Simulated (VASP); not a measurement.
A run of VASP 6.6.1:

POSCAR

```
Fe
1.0
    2.4123062323      0.0000000000      0.0000000000
    0.0000000000      2.4123062323      0.0000000000
    0.0000000000      0.0000000000      2.4123062323
Fe
1
Direct
    0.0000000000      0.0000000000      0.0000000000
```

File INCAR.step1:

```
ALGO     = Normal         # electronic algorithm
EDIFF    = 1E-4           # SCF threshold, eV
ENCUT    = 520            # plane-wave cutoff, eV
GGA      = PE             # functional
ISMEAR   = -1             # smearing method
ISPIN    = 2              # spin polarisation
LASPH    = T              # aspherical terms in the spheres
LCHARG   = F              # write CHGCAR
LMAXMIX  = 4              # l up to which the mixer works
LREAL    = F              # projectors in reciprocal space
LWAVE    = T              # write WAVECAR
MAGMOM   = 2.926          # initial moments
NBANDS   = 14             # bands
NELM     = 150            # most SCF steps
PREC     = Accurate       # precision mode
SIGMA    = 0.05           # smearing width, eV
```

File INCAR.step2:

```
ALGO     = Normal         # electronic algorithm
EDIFF    = 1E-6           # SCF threshold, eV
ENCUT    = 520            # plane-wave cutoff, eV
ISIF     = 2              # what is computed and relaxed
ISMEAR   = -1             # smearing method
ISPIN    = 2              # spin polarisation
ISTART   = 1            
LASPH    = T              # aspherical terms in the spheres
LCHARG   = T              # write CHGCAR
LELF     = T              # ELF
LMAXMIX  = 4              # l up to which the mixer works
LMIXTAU  = T            
LORBIT   = 11             # projections on sites
LREAL    = F              # projectors in reciprocal space
LVHAR    = T            
LWAVE    = F              # write WAVECAR
MAGMOM   = 2.926          # initial moments
METAGGA  = R2SCAN         # meta-GGA
NBANDS   = 14             # bands
NELM     = 150            # most SCF steps
PREC     = Accurate       # precision mode
SIGMA    = 0.05           # smearing width, eV
```

Contents of KPOINTS:

```
k-points
0
Gamma
  15 15 15
```

Potentials or basis: VASP PAW PBE potentials, release 64 (Fe).

Launch:

```bash
$ cat potpaw_PBE.64/Fe/POTCAR > POTCAR
$ cp INCAR.step1 INCAR
$ mpirun -np 1 vasp_std > vasp.out
$ cp INCAR.step2 INCAR
$ mpirun -np 1 vasp_std > vasp.out
```

Hardware: 1 thread of Intel(R) Xeon(R) Platinum 8488C (Sapphire Rapids) (shared host).

**Question.** How long does it take, and how much memory?

**Answer.** It took 93 s on 1 thread of Intel(R) Xeon(R) Platinum 8488C (Sapphire Rapids), with other jobs on the host, peak memory 0.15 GiB. Counts: k points 120.
